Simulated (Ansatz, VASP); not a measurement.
One calculation of MgO, two programs

```
Mg O
1.0
     3.48410    0.00000   -0.06968
    -1.74205    3.01732    0.03484
    -0.08371    0.00000    4.18569
Mg O
2 2
Direct
  0.66667 0.33333 0.75000
  0.33333 0.66667 0.25000
  0.66667 0.33333 0.25000
  0.33333 0.66667 0.75000
```

Change from the starting cell: strain -0.0400 x Voigt [0, 0, 0, 0, 1, 0], atoms carried along.

Alike in both runs: task single point; functional r2SCAN; k mesh 6 × 6 × 6; occupations gaussian, width 0.05 eV; no spin polarisation.

|  | VASP | Ansatz |
| --- | --- | --- |
| version | VASP 6.6.1 | Ansatz 0.2.0 |
| potentials or method | VASP PAW PBE potentials, release 64 (Mg, O), cutoff 520 eV | scalar-relativistic, plane waves, PAW |
| valence electrons in the cell | 16 | 32 |

VASP gave:

```
gap on the k mesh at the Fermi level (eV)                     : 4.04
least direct gap on the mesh (eV)                             : 4.04
pressure (GPa)                                                : -0.7
traceless stress, the component that is largest in VASP (GPa) : 4.90
rms of the force components (eV/Å)                            : 0.008
```

Question: Estimate Ansatz's values.

Answer: gap on the k mesh at the Fermi level (eV): 4.06; least direct gap on the mesh (eV): 4.06; pressure (GPa): 0.1; traceless stress, the component that is largest in VASP (GPa): 4.87; rms of the force components (eV/Å): 0.008.

VASP's potentials were made for PBE, not for r2SCAN. Atom by atom the forces differ by 0.000 eV/Å (rms over components). VASP's potentials hold 16 valence electrons a cell and Ansatz's 32, so a difference there can come from the potentials and not from the codes.
